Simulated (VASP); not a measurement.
## TiO2: single point with PBE+U

The system is TiO2.

```xyz
6
Lattice="4.7100 0.0000 0.0000 0.0000 4.7100 0.0000 0.0000 0.0000 3.0512" Properties=species:S:1:pos:R:3 pbc="T T T"
Ti    2.3550    2.3550    0.0000
Ti    0.0000    0.0000    1.5256
O     3.2620    3.2620    1.5256
O     3.8030    0.9070    0.0000
O     0.9070    3.8030    0.0000
O     1.4480    1.4480    1.5256
```

This cell differs from its parent crystal: equal strain along all axes, cell held: +1.5 %, then relaxed in part.

* Program: VASP 6.6.1
* Task: single point
* Functional: PBE
* Potentials or basis: VASP PAW PBE potentials, release 64 (Ti_sv, O)
* Cutoff: 520 eV
* k mesh: 6 × 6 × 10
* Occupations: gaussian, width 0.02 eV
* Spin: no spin polarisation
* Hubbard terms: Ti d U = 4.0 eV
* Dipole correction: no
* Further INCAR settings: ALGO = Normal; EDIFF = 1e-07; NBANDS = 33

- Pressure: -5.1 GPa
- Largest force: 0.155 eV/Å
- Band gap on the k mesh: 2.25 eV

Forces on the atoms (eV/Å):
```
Ti   0.000  0.000  0.000
Ti   0.000  0.000  0.000
O    0.110  0.110  0.000
O   -0.110  0.110  0.000
O    0.110 -0.110  0.000
O   -0.110 -0.110  0.000
```

Stress tensor (GPa, compression positive):
```
-4.47  0.00  0.00
 0.00 -4.47  0.00
 0.00  0.00 -6.41
```

Levels at points of the mesh, in eV from the valence-band top:
| k point | band 22 | band 23 | band 24 | band 25 | band 26 | band 27 |
| --- | --- | --- | --- | --- | --- | --- |
| (0.00, 0.00, 0.00) | -0.46 | -0.46 | 0.00 | 2.25 | 2.49 | 2.73 |
| (0.50, 0.00, 0.00) | -1.63 | -0.71 | -0.71 | 2.80 | 2.80 | 3.18 |
| (0.50, 0.50, 0.00) | -1.41 | -1.05 | -1.05 | 2.25 | 2.25 | 2.77 |
| (0.00, 0.00, 0.50) | -2.03 | -1.41 | -1.41 | 3.11 | 3.11 | 3.33 |
| (0.50, 0.00, 0.50) | -1.86 | -0.96 | -0.96 | 2.26 | 2.26 | 3.38 |
| (0.50, 0.50, 0.50) | -1.08 | -0.73 | -0.73 | 2.80 | 2.80 | 3.41 |

Eigenvalues of the final occupation matrices:
```
    site  spin  trace               eigenvalues
site 1 d     1   0.76  0.07 0.09 0.10 0.23 0.26
site 1 d     2   0.76  0.07 0.09 0.10 0.23 0.26
site 2 d     1   0.76  0.07 0.09 0.10 0.23 0.26
site 2 d     2   0.76  0.07 0.09 0.10 0.23 0.26
```

Run time: 3.8 min on 1 thread of Intel Xeon 8259CL, with other jobs on the host, peak memory 0.24 GiB.

Caveat: the cell differs from its parent crystal (equal strain along all axes, cell held: +1.5 %, then relaxed in part); the cell stands under tension. A k mesh can miss the band edges.
